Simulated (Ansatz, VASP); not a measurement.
## Two plane-wave programs on BN

```
B N
1.0
     0.00000    1.75631    1.93194
     1.75631    0.00000    1.93194
     1.75631    1.75631    0.00000
B N
1 1
Direct
  0.00000 0.00000 0.00000
  0.75000 0.75000 0.75000
```

Alike in both runs: task single point; functional r2SCAN; k mesh 12 × 12 × 12; occupations gaussian, width 0.05 eV; no spin polarisation.

|  | VASP | Ansatz |
| --- | --- | --- |
| version | VASP 6.6.1 | Ansatz 0.2.0 |
| potentials or method | VASP PAW PBE potentials, release 64 (B, N), cutoff 520 eV | scalar-relativistic, plane waves, PAW |
| valence electrons in the cell | 8 | 8 |

```tsv
	VASP	Ansatz	Ansatz less VASP
gap on the k mesh at the Fermi level (eV)	4.09	4.11	+0.021
least direct gap on the mesh (eV)	8.89	8.91	+0.022
pressure (GPa)	-4.0	-5.1	-1.06
traceless stress, the component that is largest in VASP (GPa)	-46.03	-46.14	-0.107
```

VASP's potentials were made for PBE, not for r2SCAN.
